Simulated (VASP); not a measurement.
The system is SbOs (CsCl type).

```xyz
2
Lattice="3.1840 0.0000 0.0000 0.0000 3.1840 0.0000 0.0000 0.0000 3.1840" Properties=species:S:1:pos:R:3 pbc="T T T"
Os    0.0000    0.0000    0.0000
Sb    1.5920    1.5920    1.5920
```

| Quantity | Value |
| --- | --- |
| Program | VASP 6.6.1 |
| Task | relaxation of cell and atoms |
| Functional | PBE |
| Potentials or basis | VASP PAW PBE potentials, release 64 (Os, Sb) |
| Cutoff | 600 eV |
| k mesh | 12 × 12 × 12 |
| Occupations | fermi-dirac, width 0.05 eV |
| Spin | no spin polarisation |

At the start: pressure 23.7 GPa; volume 16.14 Å³/atom.

Task: Where does the relaxation end?

Result: Over 18 steps the energy falls by 113.9 meV/atom and the volume is 17.83 Å³/atom (+10.5 %); space group Pm-3m (No. 221, to 0.05 Å).

The path:
| step | energy change (eV) | largest force (eV/Å) | pressure (GPa) | volume (Å³) |
| --- | --- | --- | --- | --- |
| 1 | 0.0000 | 0.0000 | 23.71 | 32.28 |
| 2 | 0.6245 | 0.0000 | -23.60 | 44.77 |
| 3 | -0.2264 | 0.0000 | -1.47 | 35.95 |
| 4 | -0.2278 | 0.0000 | -0.21 | 35.71 |
| 5 | -0.2278 | 0.0000 | 0.16 | 35.63 |
| 6 | -0.2278 | 0.0000 | 0.16 | 35.63 |
| 7 | -0.2278 | 0.0000 | 0.15 | 35.64 |
| 8 | -0.2278 | 0.0000 | 0.15 | 35.64 |
| 9 | -0.2278 | 0.0000 | 0.15 | 35.64 |
| 10 | -0.2278 | 0.0000 | 0.15 | 35.64 |
| 11 | -0.2278 | 0.0000 | 0.15 | 35.64 |
| 12 | -0.2278 | 0.0000 | 0.14 | 35.64 |
| 13 | -0.2278 | 0.0000 | 0.14 | 35.64 |
| 14 | -0.2278 | 0.0000 | 0.14 | 35.64 |
| 15 | -0.2278 | 0.0000 | 0.14 | 35.64 |
| 16 | -0.2278 | 0.0000 | 0.12 | 35.64 |
| 17 | -0.2278 | 0.0000 | 0.10 | 35.65 |
| 18 | -0.2278 | 0.0000 | 0.04 | 35.66 |

Final structure:
```
CELL_PARAMETERS angstrom
3.29146 0.00000 0.00000
0.00000 3.29146 0.00000
0.00000 0.00000 3.29146
ATOMIC_POSITIONS crystal
Os 0.00000 0.00000 0.00000
Sb 0.50000 0.50000 0.50000
```
